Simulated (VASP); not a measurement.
Input of a VASP 6.6.1 run:

Contents of INCAR:

```
SYSTEM = B
  ALGO = Normal
  EDIFF = 1E-6
  EDIFFG = -0.01
  ENCUT = 600
  GGA = PE
  IBRION = 2
  ISIF = 3
  ISMEAR = -1
  LASPH = .TRUE.
  LCHARG = .FALSE.
  LREAL = .FALSE.
  LWAVE = .FALSE.
  NELM = 80
  NSW = 80
  PREC = Accurate
  SIGMA = 0.01
```

The input KPOINTS:

```
k-points
0
G
  7 7 7
  0 0 0
```

The input POSCAR:

```
B
1.0
    2.4540000000      1.4168175606      4.1890000000
   -2.4540000000      1.4168175606      4.1890000000
    0.0000000000     -2.8336351212      4.1890000000
B
12
Direct
    0.0104000000      0.6573000000      0.0104000000
    0.0104000000      0.0104000000      0.6573000000
    0.6573000000      0.0104000000      0.0104000000
    0.9896000000      0.3427000000      0.9896000000
    0.3427000000      0.9896000000      0.9896000000
    0.9896000000      0.9896000000      0.3427000000
    0.2206000000      0.6323000000      0.2206000000
    0.2206000000      0.2206000000      0.6323000000
    0.6323000000      0.2206000000      0.2206000000
    0.7794000000      0.3677000000      0.7794000000
    0.3677000000      0.7794000000      0.7794000000
    0.7794000000      0.7794000000      0.3677000000
```

Potentials or basis: VASP PAW PBE potentials, release 64 (B).

Run with:

```bash
$ cat potpaw_PBE.64/B/POTCAR > POTCAR
$ mpirun -np 1 vasp_std > vasp.out
```

**Question.** Estimate the relaxed cell.

**Answer.** a = 5.049 Å, b = 5.049 Å, c = 5.049 Å, α = 58.05°, β = 58.05°, γ = 58.05°.

**Question.** What does it give for the space group after relaxing (to 0.05 Å)?

**Answer.** R-3m (No. 166).

**Question.** What does it give for the relaxed volume?

**Answer.** 7.24 Å³/atom.

Forces on the atoms (eV/Å):
```
B   -0.006  0.004  0.003
B    0.000 -0.007  0.003
B    0.006  0.004  0.003
B    0.006 -0.004 -0.003
B   -0.006 -0.004 -0.003
B    0.000  0.007 -0.003
B   -0.001  0.000  0.001
B    0.000 -0.001  0.001
B    0.001  0.000  0.001
B    0.001  0.000 -0.001
B   -0.001  0.000 -0.001
B    0.000  0.001 -0.001
```
